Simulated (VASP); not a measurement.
# V (P6_3/mmc) in VASP: a series of runs, part 2 of 2

VASP 6.6.1.

## 5. Relaxation of cell and atoms, PBE+D3(BJ), collinear spin, ferromagnetic start

Contents of INCAR:

```
  PREC = Accurate
  ENCUT = 600
  EDIFF = 1E-6
  ISMEAR = -1
  SIGMA = 0.05
  LREAL = F
  LASPH = T
  NELM = 150
  ALGO = Normal
  ISIF = 3
  LWAVE = F
  LCHARG = F
  ISPIN = 2
  MAGMOM = 2 2
  LORBIT = 11
  LMAXMIX = 4
  GGA = PE
  IVDW = 12
  IBRION = 2
  NSW = 60
  EDIFFG = -0.01
```

Contents of KPOINTS:

```
Automatic mesh
0
Gamma
  12 12 6
```

Contents of POSCAR:

```
V
1.0
    2.6042941027      0.0000000000      0.0000000000
   -1.3021470513      2.2553848518      0.0000000000
    0.0000000000      0.0000000000      4.7233360000
V
2
Direct
    0.3333333333      0.6666666667      0.2500000000
    0.6666666667      0.3333333333      0.7500000000
```

The run is started by

```
$ cat potpaw_PBE.64/V_sv/POTCAR > POTCAR
$ mpirun -np 1 vasp_std > vasp.out
```

Run time: 8.4 min. Hardware: 1 thread of AMD EPYC 7R13, shared host; peak memory 0.24 GiB.

Results (log left out):

```yaml
Free_energy: -18.8504 eV
Relaxed_volume: 13.21 Å³/atom
Relaxed_cell: a = 2.567 Å, b = 2.567 Å, c = 4.631 Å, α = 90.00°, β = 90.00°, γ = 120.00°
Space_group_after_relaxing_to_0.1_Å: P6_3/mmc (No. 194)
Energy_gained_by_relaxing: 17.7 meV/atom
Ionic_steps: 6
Pressure_after_relaxing: 0.1 GPa
Band_gap_on_the_k_mesh: zero (filled and empty bands overlap)
Net_moment: 0.00 μB per cell
Valence_electrons_inside_the_program's_atomic_spheres: V 11.71
Dispersion_energy_per_atom: -0.693 eV
```

Step by step:
```tsv
step	energy change (eV)	largest force (eV/Å)	pressure (GPa)	volume (Å³)
1	0.0000	0.0000	-8.27	27.74
2	0.0177	0.0000	12.13	24.97
3	-0.0352	0.0000	-0.04	26.45
4	-0.0352	0.0000	0.11	26.43
5	-0.0354	0.0000	0.09	26.43
6	-0.0354	0.0000	0.08	26.43
```

Final structure:
```cif
data_structure
_symmetry_space_group_name_H-M 'P 1'
_symmetry_Int_Tables_number 1
_cell_length_a 2.5671
_cell_length_b 2.5671
_cell_length_c 4.6307
_cell_angle_alpha 90.000
_cell_angle_beta 90.000
_cell_angle_gamma 120.000
_cell_volume 26.43
loop_
_atom_site_label
_atom_site_type_symbol
_atom_site_fract_x
_atom_site_fract_y
_atom_site_fract_z
_atom_site_occupancy
V1 V 0.33333 0.66667 0.25000 1
V2 V 0.66667 0.33333 0.75000 1
```

Levels at points of the mesh, in eV from the Fermi level:
Spin up:
| k point | band 10 | band 11 | band 12 | band 13 | band 14 | band 15 | band 16 | band 17 |
| --- | --- | --- | --- | --- | --- | --- | --- | --- |
| (0.00, 0.00, 0.00) | -3.55 | -0.60 | -0.11 | 0.32 | 0.32 | 0.67 | 0.67 | 1.91 |
| (0.50, 0.00, 0.00) | -2.97 | -2.89 | -0.37 | -0.15 | 0.33 | 0.61 | 3.15 | 3.71 |
| (0.00, 0.00, 0.50) | -5.13 | -1.07 | -1.07 | 0.36 | 0.36 | 0.36 | 0.36 | 2.64 |
| (0.50, 0.00, 0.50) | -3.43 | -1.92 | -1.92 | 1.72 | 1.72 | 1.74 | 1.74 | 3.77 |
Spin down:
```csv
k point,band 11,band 12,band 13,band 14,band 15,band 16
"(0.00, 0.00, 0.00)",-0.60,-0.11,0.32,0.32,0.67,0.67
"(0.50, 0.00, 0.00)",-2.89,-0.37,-0.15,0.33,0.61,3.15
"(0.00, 0.00, 0.50)",-1.07,-1.07,0.36,0.36,0.36,0.36
"(0.50, 0.00, 0.50)",-1.92,-1.92,1.72,1.72,1.74,1.74
```

Caveat: the moments typed at the start vanished in this run.

## 6. Relaxation of cell and atoms, PBEsol, collinear spin, ferromagnetic start, target pressure 20 GPa, at which the enthalpy is minimised

Contents of INCAR:

```
PREC     = Accurate       # precision mode
ENCUT    = 600            # plane-wave cutoff, eV
EDIFF    = 1E-6           # SCF threshold, eV
ISMEAR   = -1             # smearing method
SIGMA    = 0.05           # smearing width, eV
LREAL    = False          # projectors in reciprocal space
LASPH    = True           # aspherical terms in the spheres
NELM     = 150            # most SCF steps
ALGO     = Normal         # electronic algorithm
ISIF     = 3              # what is computed and relaxed
LWAVE    = False          # write WAVECAR
LCHARG   = False          # write CHGCAR
ISPIN    = 2              # spin polarisation
MAGMOM   = 2 2            # initial moments
LORBIT   = 11             # projections on sites
LMAXMIX  = 4              # l up to which the mixer works
GGA      = PS             # functional
IBRION   = 2              # ionic algorithm
NSW      = 80             # ionic steps
EDIFFG   = -0.005         # ionic threshold
PSTRESS  = 200.0
```

Contents of KPOINTS:

```
regular mesh
0
Gamma
  12 12 6
```

POSCAR is that of step 5.

Potentials or basis: VASP PAW PBE potentials, release 64 (V_sv).

The run is started by

```
$ cat potpaw_PBE.64/V_sv/POTCAR > POTCAR
$ mpirun -np 1 vasp_std > vasp.out
```

OUTCAR:

```text
PREC = Accurate
   ENCUT = 600
   EDIFF = 1E-6
   ISMEAR = -1
   LREAL = False
   LASPH = True
   NELM = 150
   ISIF = 3
   ISPIN = 2
   LORBIT = 11
   GGA = PS
   IBRION = 2
   NSW = 80
   EDIFFG = -0.005
   PSTRESS = 200.0

 ion  position               nearest neighbor table
   1  0.333  0.667  0.250-   2 2.80   2 2.80   2 2.80   2 2.80   2 2.80   2 2.80
   2  0.667  0.333  0.750-   1 2.80   1 2.80   1 2.80   1 2.80   1 2.80   1 2.80

  LATTYP: Found a hexagonal cell.
 ALAT       =     2.6042941027
 C/A-ratio  =     1.8136722712

  Lattice vectors:

 A1 = (   2.6042941027,   0.0000000000,   0.0000000000)
 A2 = (  -1.3021470513,   2.2553848518,   0.0000000000)
 A3 = (   0.0000000000,   0.0000000000,   4.7233360000)

Analysis of symmetry for initial positions (statically):
=====================================================================
 Subroutine PRICEL returns:
 Original cell was already a primitive cell.

 Routine SETGRP: Setting up the symmetry group for a
 hexagonal supercell.

 Subroutine GETGRP returns: Found 24 space group operations
 (whereof 12 operations were pure point group operations)
 out of a pool of 24 trial point group operations.

The static configuration has the point symmetry D_3d.
 The point group associated with its full space group is D_6h.

Analysis of symmetry for dynamics (positions and initial velocities):
[... 171 lines left out ...]
  ---------------------------------------------------
  ext. energy  EPLUGINS =         0.00000000
  ---------------------------------------------------
  free energy    TOTEN  =       -18.72836528 eV

  energy without entropy =      -18.70256721  energy(sigma->0) =      -18.71546625

 E-fermi :   9.5504     XC(G=0): -12.8793

 val. band max:        9.5386909684   @ k =   0.1667  -0.0000   0.0000
 cond. band min:       9.5663472585   @ k =   0.3333   0.1667   0.5000
 fundamental gap:      0.0276562901
 Fermi energy:         9.5504387281

 spin component 1

 k-point     1 :       0.0000    0.0000    0.0000
  band No.  band energies     occupation
      1     -54.2281      1.00000
      2     -54.1191      1.00000
      3     -28.4408      1.00000
      4     -27.7997      1.00000
      5     -27.6587      1.00000
      6     -27.6587      1.00000
[... 1290 lines left out ...]
 number of electron      26.0000003 magnetization      -0.0000005

 number of electron      26.0000003 magnetization       0.0000008

 Free energy of the ion-electron system (eV)
  ---------------------------------------------------
  ext. energy  EPLUGINS =         0.00000000
  ---------------------------------------------------
  free energy    TOTEN  =       -18.62181621 eV

  energy without entropy =      -18.60224983  energy(sigma->0) =      -18.61203302

 E-fermi :  11.2738     XC(G=0): -13.6067

 val. band max:       11.2660684752   @ k =   0.3333  -0.0000   0.0000
 cond. band min:      11.2782990996   @ k =   0.5000  -0.0000   0.0000
 fundamental gap:      0.0122306244
 Fermi energy:        11.2737684120

 spin component 1

 k-point     1 :       0.0000    0.0000    0.0000
  band No.  band energies     occupation
      1     -52.4299      1.00000
      2     -52.2431      1.00000
      3     -26.7843      1.00000
      4     -25.7968      1.00000
      5     -25.6190      1.00000
      6     -25.6190      1.00000
[... 1084 lines left out ...]
  energy  without entropy=      -18.6022498340  energy(sigma->0) =      -18.61203302

  enthalpy is  TOTEN    =       -15.5824884684 eV   P V=        3.0393277434

 reached required accuracy - stopping structural energy minimisation

 total charge

# of ion       s       p       d       tot
------------------------------------------
    1        2.386   6.255   3.237  11.878
    2        2.386   6.255   3.237  11.878
--------------------------------------------------
tot          4.771  12.510   6.474  23.755

 magnetization (x)

# of ion       s       p       d       tot
------------------------------------------
    1        0.000  -0.000  -0.000  -0.000
    2        0.000  -0.000  -0.000  -0.000
--------------------------------------------------
tot          0.000  -0.000  -0.000  -0.000
```

OSZICAR:

```text
N       E                     dE             d eps       ncg     rms          rms(c)
DAV:   1     0.355168030913E+03    0.35517E+03   -0.17295E+04  5776   0.173E+03
DAV:   2    -0.968601163107E+01   -0.36485E+03   -0.35997E+03  5836   0.544E+02
[... 57 lines left out ...]
       N       E                     dE             d eps       ncg     rms          rms(c)
DAV:   1    -0.186232732243E+02    0.41925E-02   -0.33990E-02  5856   0.245E+00    0.458E-01
DAV:   2    -0.186218449259E+02    0.14283E-02   -0.68006E-03  6048   0.873E-01    0.720E-02
DAV:   3    -0.186218239889E+02    0.20937E-04   -0.70720E-05  6240   0.750E-02    0.558E-02
DAV:   4    -0.186218165256E+02    0.74634E-05   -0.20065E-05  6358   0.467E-02    0.573E-03
DAV:   5    -0.186218162118E+02    0.31372E-06   -0.18479E-06  4076   0.147E-02
   7 F= -.15582488E+02 E0= -.15572705E+02  d E =-.153879E-04  mag=    -0.0000
```

CONTCAR:

```text
V
   1.00000000000000
     2.4936669978392714    0.0000000000005235   -0.0000000000000000
    -1.2468334988713061    2.1595789686447859    0.0000000000000000
    -0.0000000000000000    0.0000000000000000    4.5211672604837858
  V
     2
Direct
     0.3333333332999970    0.6666666667000030    0.2500000000000000
     0.6666666667000030    0.3333333332999970    0.7500000000000000

  0.00000000E+00  0.00000000E+00  0.00000000E+00
  0.00000000E+00  0.00000000E+00  0.00000000E+00
```

It took 7.4 min on 1 thread of Intel Xeon 8259CL, shared host; peak memory 0.23 GiB.

Results:

* Free energy: -18.6218 eV
* Relaxed volume: 12.17 Å³/atom
* Relaxed cell: a = 2.494 Å, b = 2.494 Å, c = 4.521 Å, α = 90.00°, β = 90.00°, γ = 120.00°
* Space group after relaxing (to 0.1 Å): P6_3/mmc (No. 194)
* Energy change on relaxing (the run minimises the enthalpy): +53.3 meV/atom
* Ionic steps: 7
* Pressure after relaxing: 20.0 GPa
* Band gap on the k mesh: zero (filled and empty bands overlap)
* Net moment: 0.00 μB per cell
* Valence electrons inside the program's atomic spheres: V 11.88

Step by step:
| step | energy change (eV) | largest force (eV/Å) | pressure (GPa) | volume (Å³) |
| --- | --- | --- | --- | --- |
| 1 | 0.0000 | 0.0000 | -7.15 | 27.74 |
| 2 | 1.9107 | 0.0000 | 108.70 | 19.34 |
| 3 | 0.0773 | 0.0000 | 17.32 | 24.60 |
| 4 | 0.1015 | 0.0000 | 19.54 | 24.39 |
| 5 | 0.1094 | 0.0000 | 20.29 | 24.32 |
| 6 | 0.1009 | 0.0000 | 19.41 | 24.39 |
| 7 | 0.1065 | 0.0000 | 20.03 | 24.35 |

Final structure:
```
V
1.0
     2.49367    0.00000    0.00000
    -1.24683    2.15958    0.00000
     0.00000    0.00000    4.52117
V
2
Direct
  0.33333 0.66667 0.25000
  0.66667 0.33333 0.75000
```

Caveat: the cell is relaxed towards a set pressure, so the run minimises the enthalpy, not the energy; the moments typed at the start vanished in this run; the PAW data sets were made with another functional, which shifts forces and pressure a little.

## 7. The runs side by side

```tsv
task	level	cell	cutoff (eV)	gap on the mesh (eV)	pressure (GPa)	moment (μB)	relaxed volume (Å³/atom)
single point	r2SCAN	a = 2.604, b = 2.604, c = 4.723 Å, angles 90.0, 90.0, 120.0°, 2 atoms	520	none	-2.6	0.00	-
single point	r2SCAN	a = 2.639, b = 2.639, c = 4.785 Å, angles 90.0, 90.0, 120.0°, 2 atoms	520	none	-8.9	0.00	-
relaxation of cell and atoms	PBE	relaxed from a = 2.604, b = 2.604, c = 4.723 Å, angles 90.0, 90.0, 120.0°, 2 atoms	600	none	0.0	0.00	13.84
relaxation of cell and atoms	PBE+D3(BJ)	relaxed from a = 2.604, b = 2.604, c = 4.723 Å, angles 90.0, 90.0, 120.0°, 2 atoms	600	none	0.1	0.00	13.21
relaxation of cell and atoms	PBEsol	relaxed to 20 GPa from a = 2.604, b = 2.604, c = 4.723 Å, angles 90.0, 90.0, 120.0°, 2 atoms	600	none	20.0	0.00	-
```

Alike in all rows: potentials or basis VASP PAW PBE potentials, release 64 (V_sv); spin collinear, ferromagnetic start; k mesh 12 × 12 × 6; smearing fermi-dirac 0.05 eV.

Caveats: the moments typed at the start vanished in this run; the PAW data sets were made with another functional, which shifts forces and pressure a little (at least some runs); the cell stands under tension (at least some runs); the cell is relaxed towards a set pressure, so the run minimises the enthalpy, not the energy (at least some runs).

Total energies depend on the potentials used, so only differences within one code and one set of settings carry meaning.

The gap in the log of VASP goes by the Fermi energy; the results here count the filled bands.